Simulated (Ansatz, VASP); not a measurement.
**Pd in VASP and in Ansatz**

INCAR

```
SYSTEM = Pd
PREC = Accurate ; ENCUT = 520
EDIFF = 1E-6 ; ISMEAR = 0
SIGMA = 0.15 ; LREAL = .FALSE.
LASPH = .TRUE. ; NELM = 60
ALGO = Fast ; ISIF = 2
LWAVE = .FALSE. ; LCHARG = .FALSE.
GGA = PS ; NBANDS = 11
```

File KPOINTS:

```
regular mesh
0
G
  20 20 20
  0 0 0
```

File POSCAR:

```
Pd
1.0
   -0.0972450000      1.9449000000      1.9449000000
    1.9449000000     -0.0972450000      1.9449000000
    1.8476550000      1.8476550000      0.0000000000
Pd
1
Direct
    0.0000000000      0.0000000000      0.0000000000
```

Input for Ansatz:

```yaml
crystal:
  lattice:
    - [-0.097245, 1.9449, 1.9449]
    - [1.9449, -0.097245, 1.9449]
    - [1.847655, 1.847655, 0.0]
  atoms:
    - { symbol: Pd, position: [0.0, 0.0, 0.0] }
basis:
  ecutwfc: 420
kpoints:
  mp_grid: { grid: [20, 20, 20] }
hamiltonian:
  xc: pbesol
scf:
  occupations: { method: gaussian, width: 0.15 }
output:
  forces: true
  stress: true
  eigenvalues: true
  write_density: true
  write_potential: true
  elf: true
  volumetric_format: npy
```

Change from the starting cell: strain -0.1000 x Voigt [0, 0, 0, 0, 0, 1], atoms carried along.

Alike in both runs: task single point; functional PBEsol; k mesh 20 × 20 × 20; occupations gaussian, width 0.15 eV; no spin polarisation.

|  | VASP | Ansatz |
| --- | --- | --- |
| version | VASP 6.6.1 | Ansatz 0.2.0 |
| potentials or method | VASP PAW PBE potentials, release 64 (Pd), cutoff 520 eV | scalar-relativistic, plane waves, PAW |
| valence electrons in the cell | 10 | 18 |

VASP gave:

| Item | Value |
| --- | --- |
| gap on the k mesh at the Fermi level (eV) | none |
| pressure (GPa) | -0.4 |
| traceless stress, the component that is largest in VASP (GPa) | 8.79 |

What did Ansatz give for the same quantities?

gap on the k mesh at the Fermi level (eV): none; pressure (GPa): -0.1; traceless stress, the component that is largest in VASP (GPa): 8.86.

VASP's potentials were made for PBE, not for PBEsol. A gap of «none» marks a metal or a gap that the smearing closes. VASP's potentials hold 10 valence electrons a cell and Ansatz's 18, so a difference there can come from the potentials and not from the codes.
